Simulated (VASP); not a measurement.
# Sn5As3 (Pm-3m) in VASP: further runs

The runs below take Sn5As3 through relaxation of cell and atoms, single point, with PBE.

Everything below comes from runs of VASP 6.6.1. Logs are shortened: lines on timing, memory, paths and dates and some standing lists are left out, and cuts for length are marked.

### Step 1. The cell of the first run

The structure is cubic, space group Pm-3m (No. 221). The conventional cell has a = 5.860 Å, b = 5.860 Å, c = 5.860 Å, α = 90.00°, β = 90.00°, γ = 90.00°. Sn (site symmetry m-3m) has 6 Sn at 2.93 Å within 3.9 Å. Within 3.9 Å of Sn (site symmetry 4/mmm) lie 2 Sn at 2.93 Å and 4 As at 2.93 Å. Sn (site symmetry m-3m) has 6 As at 2.93 Å within 3.9 Å. As (site symmetry 4/mmm) has 6 Sn at 2.93 Å within 3.9 Å.

### Step 2. Relaxation of cell and atoms, PBE

The input, INCAR:

```
SYSTEM = Sn5As3
PREC = Accurate
ENCUT = 600
EDIFF = 1E-6
ISMEAR = 0
SIGMA = 0.2
LREAL = .FALSE.
LASPH = .TRUE.
NELM = 80
ALGO = Normal
ISIF = 3
LWAVE = .FALSE.
LCHARG = .FALSE.
GGA = PE
IBRION = 2
NSW = 36
EDIFFG = -0.08
```

The input, KPOINTS:

```
regular mesh
0
G
  3 3 3
  0 0 0
```

The input, POSCAR:

```
Sn5As3
1.0
    5.8600000000      0.0000000000      0.0000000000
    0.0000000000      5.8600000000      0.0000000000
    0.0000000000      0.0000000000      5.8600000000
Sn As
5 3
Direct
    0.0000000000      0.0000000000      0.0000000000
    0.5000000000      0.0000000000      0.0000000000
    0.5000000000      0.5000000000      0.5000000000
    0.0000000000      0.5000000000      0.0000000000
    0.0000000000      0.0000000000      0.5000000000
    0.5000000000      0.0000000000      0.5000000000
    0.5000000000      0.5000000000      0.0000000000
    0.0000000000      0.5000000000      0.5000000000
```

Potentials or basis: VASP PAW PBE potentials, release 64 (Sn_d, As).

On the command line:

```
$ cat potpaw_PBE.64/Sn_d/POTCAR potpaw_PBE.64/As/POTCAR > POTCAR
$ mpirun -np 1 vasp_std > vasp.out
```

OUTCAR:

```text
SYSTEM = Sn5As3
   PREC = Accurate
   ENCUT = 600
   EDIFF = 1E-6
   ISMEAR = 0
   LREAL = .FALSE.
   LASPH = .TRUE.
   NELM = 80
   ISIF = 3
   GGA = PE
   IBRION = 2
   NSW = 36
   EDIFFG = -0.08

 ion  position               nearest neighbor table
   1  0.000  0.000  0.000-   2 2.93   4 2.93   5 2.93   5 2.93   4 2.93   2 2.93
   2  0.500  0.000  0.000-   1 2.93   6 2.93   7 2.93   6 2.93   7 2.93   1 2.93
   3  0.500  0.500  0.500-   6 2.93   7 2.93   8 2.93   7 2.93   6 2.93   8 2.93
   4  0.000  0.500  0.000-   1 2.93   7 2.93   8 2.93   8 2.93   1 2.93   7 2.93
   5  0.000  0.000  0.500-   1 2.93   6 2.93   8 2.93   1 2.93   8 2.93   6 2.93
   6  0.500  0.000  0.500-   2 2.93   3 2.93   5 2.93   2 2.93   3 2.93   5 2.93
   7  0.500  0.500  0.000-   2 2.93   3 2.93   4 2.93   3 2.93   2 2.93   4 2.93
   8  0.000  0.500  0.500-   3 2.93   4 2.93   5 2.93   4 2.93   5 2.93   3 2.93

  LATTYP: Found a simple cubic cell.
 ALAT       =     5.8600000000

  Lattice vectors:

 A1 = (   5.8600000000,   0.0000000000,   0.0000000000)
 A2 = (   0.0000000000,   5.8600000000,   0.0000000000)
 A3 = (   0.0000000000,   0.0000000000,   5.8600000000)

Analysis of symmetry for initial positions (statically):
=====================================================================
 Subroutine PRICEL returns:
 Original cell was already a primitive cell.

 Routine SETGRP: Setting up the symmetry group for a
 simple cubic supercell.

 Subroutine GETGRP returns: Found 48 space group operations
 (whereof 48 operations were pure point group operations)
 out of a pool of 48 trial point group operations.

The static configuration has the point symmetry O_h .

Analysis of symmetry for dynamics (positions and initial velocities):
=====================================================================
 Subroutine PRICEL returns:
 Original cell was already a primitive cell.

 Routine SETGRP: Setting up the symmetry group for a
 simple cubic supercell.

 Subroutine GETGRP returns: Found 48 space group operations
 (whereof 48 operations were pure point group operations)
 out of a pool of 48 trial point group operations.

The dynamic configuration has the point symmetry O_h .

 Subroutine INISYM returns: Found 48 space group operations
 (whereof 48 operations are pure point group operations),
 and found     1 'primitive' translations

----------------------------------------------------------------------------------------

                                     Primitive cell

  volume of cell :     201.2301

  direct lattice vectors                    reciprocal lattice vectors
     5.860000000  0.000000000  0.000000000     0.170648464  0.000000000  0.000000000
     0.000000000  5.860000000  0.000000000     0.000000000  0.170648464  0.000000000
     0.000000000  0.000000000  5.860000000     0.000000000  0.000000000  0.170648464

  length of vectors
     5.860000000  5.860000000  5.860000000     0.170648464  0.170648464  0.170648464

  position of ions in fractional coordinates (direct lattice)
     0.000000000  0.000000000  0.000000000
     0.500000000  0.000000000  0.000000000
     0.500000000  0.500000000  0.500000000
     0.000000000  0.500000000  0.000000000
     0.000000000  0.000000000  0.500000000
     0.500000000  0.000000000  0.500000000
     0.500000000  0.500000000  0.000000000
     0.000000000  0.500000000  0.500000000

  ion indices of the primitive-cell ions
   primitive index   ion index
                 1           1
                 2           2
                 3           3
                 4           4
                 5           5
                 6           6
                 7           7
                 8           8

----------------------------------------------------------------------------------------

 KPOINTS: regular mesh

Automatic generation of k-mesh.
 Grid dimensions read from file:
 generate k-points for:    3    3    3

 Generating k-lattice:

  Cartesian coordinates                     Fractional coordinates (reciprocal lattice)
     0.056882821  0.000000000  0.000000000     0.333333333  0.000000000  0.000000000
     0.000000000  0.056882821  0.000000000     0.000000000  0.333333333  0.000000000
     0.000000000  0.000000000  0.056882821     0.000000000  0.000000000  0.333333333

  Length of vectors
     0.056882821  0.056882821  0.056882821

  Shift w.r.t. Gamma in fractional coordinates (k-lattice)
     0.000000000  0.000000000  0.000000000

 Subroutine IBZKPT returns following result:
 ===========================================

 Found      4 irreducible k-points:

 Following reciprocal coordinates:
            Coordinates               Weight
  0.000000  0.000000  0.000000      1.000000
  0.333333  0.000000  0.000000      6.000000
  0.333333  0.333333  0.000000     12.000000
  0.333333  0.333333  0.333333      8.000000
   k-points           NKPTS =      4   k-points in BZ     NKDIM =      4   number of bands    NBANDS=     51
   number of dos      NEDOS =    301   number of ions     NIONS =      8
   total plane-waves  NPLWV = 110592
   dimension x,y,z NGX =    48 NGY =   48 NGZ =   48
   dimension x,y,z NGXF=    96 NGYF=   96 NGZF=   96
   ions per type =               5   3
   NGX,Y,Z   is equivalent  to a cutoff of  13.62, 13.62, 13.62 a.u.
   NGXF,Y,Z  is equivalent  to a cutoff of  27.23, 27.23, 27.23 a.u.
 SYSTEM =  Sn5As3
   PREC   = accura    normal or accurate (medium, high low for compatibility)
   ISTART =      0    job   : 0-new  1-cont  2-samecut
   ICHARG =      2    charge: 1-file 2-atom 10-const
   ISPIN  =      1    spin polarized calculation?
   LNONCOLLINEAR =      F non collinear calculations
   LSORBIT =      F    spin-orbit coupling
   LASPH  =      T    aspherical Exc in radial PAW
   ENCUT  =  600.0 eV  44.10 Ry    6.64 a.u.  11.70 11.70 11.70*2*pi/ulx,y,z
   NELM   =     80;   NELMIN=  2; NELMDL= -5     # of ELM steps
   EDIFF  = 0.1E-05   stopping-criterion for ELM
   LREAL  =      F    real-space projection
   EDIFFG = -.8E-01   stopping-criterion for IOM
   NSW    =     36    number of steps for IOM
   IBRION =      2    ionic relax: 0-MD 1-quasi-New 2-CG
   NFREE  =      1    steps in history (QN), initial steepest desc. (CG)
   ISIF   =      3    stress and relaxation
   ISYM   =      2    0-nonsym 1-usesym 2-fastsym
   POTIM  = 0.5000    time-step for ionic-motion
   TEBEG  =    0.0;   TEEND  =   0.0 temperature during run
   PSTRESS=    0.0 pullay stress
   NELECT =      85.0000    total number of electrons
   NUPDOWN=      -1.0000    fix difference up-down
   EMIN   =  10.00;   EMAX   =-10.00  energy-range for DOS
   EFERMI =   0.00;   METHOD = LEGACY
   ISMEAR =     0;   SIGMA  =   0.20  broadening in eV -4-tet -1-fermi 0-gaus
   EFERMI_NEDOS =   21; number of points for ismear=-14 and -15
   IALGO  =     38    algorithm
   IMIX   =      4    mixing-type and parameters
     AMIX     =   0.40;   BMIX     =  1.00
     AMIX_MAG =   1.60;   BMIX_MAG =  1.00
  volume/ion in A,a.u.               =      25.15       169.75
  Fermi-wavevector in a.u.,A,eV,Ry     =   1.228335  2.321217 20.528567  1.508807
  Thomas-Fermi vector in A             =   2.363264
   LORBIT       =      0    0 simple, 1 ext, 2 COOP (PROOUT), +10 PAW based schemes
   GGA     = PE    functional components
   LHFCALC =     F    Hartree Fock is set to
   AEXX    =    0.0000 exact exchange contribution
   IVDW    =     0    specifies the selected vdW correction
   LEPSILON=     F    determine dielectric tensor
   LRPA    =     F    only Hartree local field effects (RPA)
 conjugate gradient relaxation of ions
 non-spin polarized calculation
 Gauss-broadening in eV      SIGMA  =   0.20
  energy-cutoff  :      600.00
  volume of cell :      201.23
 maximum number of plane-waves:      6716
 NGX is ok and might be reduce to    48
   NGX = 23   NGY = 23   NGZ = 23

--------------------------------------- Ionic step        1  -------------------------------------------

 number of electron      84.9999970 magnetization

 Free energy of the ion-electron system (eV)
  ---------------------------------------------------
  ext. energy  EPLUGINS =         0.00000000
  ---------------------------------------------------
  free energy    TOTEN  =       -33.05159011 eV

  energy without entropy =      -32.87489324  energy(sigma->0) =      -32.96324168

------------------------ aborting loop because EDIFF is reached ----------------------------------------

  FORCE on cell =-STRESS in cart. coord.  units (eV):
  Direction    XX          YY          ZZ          XY          YZ          ZX
  --------------------------------------------------------------------------------------
  -------------------------------------------------------------------------------------
  Total        2.5219800      2.5219800      2.5219800     -0.0000000      0.0000000     -0.0000000
  in kB       20.0797993     20.0797993     20.0797993     -0.0000000      0.0000000     -0.0000000
  external PRESSURE =      20.0797993 kB  Pullay stress =       0.0000000 kB
[... 27 lines left out ...]
  energy  without entropy=      -32.8748932379  energy(sigma->0) =      -32.96324168

--------------------------------------- Ionic step        2  -------------------------------------------

 number of electron      84.9999963 magnetization

 E-fermi :   6.1432     XC(G=0):  -9.9532

 val. band max:        6.0994387885   @ k =   0.3333   0.0000   0.0000
 cond. band min:       6.1612397493   @ k =   0.3333   0.3333   0.3333
 fundamental gap:      0.0618009608
 Fermi energy:         6.1432334530

 k-point     1 :       0.0000    0.0000    0.0000
  band No.  band energies     occupation
      1     -15.4732      2.00000
      2     -15.4732      2.00000
      3     -15.3204      2.00000
      4     -15.3204      2.00000
      5     -15.3204      2.00000
      6     -15.1880      2.00000
[... 244 lines left out ...]
  energy  without entropy=      -32.9066532764  energy(sigma->0) =      -32.99658766

--------------------------------------- Ionic step        3  -------------------------------------------

 number of electron      84.9999952 magnetization

 Free energy of the ion-electron system (eV)
  ---------------------------------------------------
  ext. energy  EPLUGINS =         0.00000000
  ---------------------------------------------------
  free energy    TOTEN  =       -33.09219568 eV

  energy without entropy =      -32.91318924  energy(sigma->0) =      -33.00269246

 E-fermi :   6.2858     XC(G=0): -10.0098

 val. band max:        6.2466238186   @ k =   0.3333   0.0000   0.0000
 cond. band min:       6.3003574363   @ k =   0.3333   0.3333   0.3333
 fundamental gap:      0.0537336178
 Fermi energy:         6.2858344436

 k-point     1 :       0.0000    0.0000    0.0000
  band No.  band energies     occupation
      1     -15.3442      2.00000
      2     -15.3442      2.00000
      3     -15.1843      2.00000
      4     -15.1843      2.00000
      5     -15.1843      2.00000
      6     -15.0638      2.00000
[... 240 lines left out ...]
  FREE ENERGIE OF THE ION-ELECTRON SYSTEM (eV)
  ---------------------------------------------------
  free  energy   TOTEN  =       -33.0921956805 eV

  energy  without entropy=      -32.9131892446  energy(sigma->0) =      -33.00269246

 reached required accuracy - stopping structural energy minimisation
```

Run time: 65 s. Hardware: 1 thread of Intel Xeon 6975P-C (Granite Rapids), shared host; peak memory 0.34 GiB.

Results:

```yaml
Free_energy: -33.0922 eV
Relaxed_volume: 25.99 Å³/atom
Relaxed_cell: a = 5.924 Å, b = 5.924 Å, c = 5.924 Å, α = 90.00°, β = 90.00°, γ = 90.00°
Space_group_after_relaxing_to_0.1_Å: Pm-3m (No. 221)
Energy_gained_by_relaxing: 5.1 meV/atom
Ionic_steps: 3
Pressure_after_relaxing: 0.0 GPa
Band_gap_on_the_k_mesh: zero (an odd number of electrons rules out a gap without spin polarisation)
```

Step by step:
| step | energy change (eV) | largest force (eV/Å) | pressure (GPa) | volume (Å³) |
| --- | --- | --- | --- | --- |
| 1 | 0.0000 | 0.0000 | 2.01 | 201.23 |
| 2 | -0.0349 | 0.0000 | -0.68 | 210.55 |
| 3 | -0.0406 | 0.0000 | 0.00 | 207.93 |

Final structure:
```yaml
crystal:
  lattice:
    - [5.92428, 0.00000, 0.00000]
    - [0.00000, 5.92428, 0.00000]
    - [0.00000, 0.00000, 5.92428]
  atoms:
    - { symbol: Sn, position: [0.00000, 0.00000, 0.00000] }
    - { symbol: Sn, position: [0.50000, 0.00000, 0.00000] }
    - { symbol: Sn, position: [0.50000, 0.50000, 0.50000] }
    - { symbol: Sn, position: [0.00000, 0.50000, 0.00000] }
    - { symbol: Sn, position: [0.00000, 0.00000, 0.50000] }
    - { symbol: As, position: [0.50000, 0.00000, 0.50000] }
    - { symbol: As, position: [0.50000, 0.50000, 0.00000] }
    - { symbol: As, position: [0.00000, 0.50000, 0.50000] }
```

Levels at points of the mesh, in eV from the Fermi level:
```tsv
k point	band 41	band 42	band 43	band 44	band 45	band 46
(0.00, 0.00, 0.00)	-2.47	-1.76	-0.42	-0.42	-0.42	3.17
```

Caveat: spin-orbit coupling is left out, which moves the levels of the heavy elements.

### Step 3. Single point, PBE

This run uses another cell than the first one, of 25.73 Å³/atom.

The input, INCAR:

```
PREC = Accurate
ENCUT = 520
EDIFF = 1E-6
ISMEAR = 0
SIGMA = 0.1
LREAL = F
LASPH = T
NELM = 60
ALGO = Fast
ISIF = 2
LWAVE = F
LCHARG = F
GGA = PE
NBANDS = 52
```

The input, KPOINTS:

```
Automatic mesh
0
Gamma
  6 6 6
```

POSCAR: that of step 2 with these lines changed.

```diff
@@ -2,5 +2,5 @@
 1.0
-    5.8600000000      0.0000000000      0.0000000000
-    0.0000000000      5.8600000000      0.0000000000
-    0.0000000000      0.0000000000      5.8600000000
+    5.9046489246      0.0000000000      0.0000000000
+    0.0000000000      5.9046489246      0.0000000000
+    0.0000000000      0.0000000000      5.9046489246
 Sn As
```

Potentials or basis: VASP PAW PBE potentials, release 64 (Sn_d, As).

On the command line:

```
$ cat potpaw_PBE.64/Sn_d/POTCAR potpaw_PBE.64/As/POTCAR > POTCAR
$ mpirun -np 1 vasp_std > vasp.out
```

Run time: 2 min. Hardware: 1 thread of Intel Xeon 6975P-C (Granite Rapids), shared host; peak memory 0.42 GiB.

The run converged. Its results:

- Free energy: -33.2006 eV
- Pressure: 0.0 GPa
- Band gap on the k mesh: zero (an odd number of electrons rules out a gap without spin polarisation)

Levels at points of the mesh, in eV from the Fermi level:
| k point | band 38 | band 39 | band 40 | band 41 | band 42 | band 43 | band 44 | band 45 | band 46 | band 47 |
| --- | --- | --- | --- | --- | --- | --- | --- | --- | --- | --- |
| (0.00, 0.00, 0.00) | -2.77 | -2.48 | -2.48 | -2.48 | -1.66 | -0.43 | -0.43 | -0.43 | 3.14 | 3.14 |
| (0.50, 0.00, 0.00) | -1.91 | -1.91 | -1.51 | -1.51 | -0.77 | -0.60 | 0.92 | 1.74 | 2.12 | 2.54 |
| (0.50, 0.50, 0.00) | -0.67 | -0.64 | -0.24 | -0.24 | 0.37 | 0.66 | 0.66 | 0.71 | 2.36 | 2.39 |
| (0.50, 0.50, 0.50) | -0.32 | 0.59 | 0.59 | 0.59 | 0.97 | 0.97 | 0.97 | 1.56 | 1.56 | 1.56 |

Caveat: spin-orbit coupling is left out, which moves the levels of the heavy elements.

The gap in the log of VASP goes by the Fermi energy; the results here count the filled bands.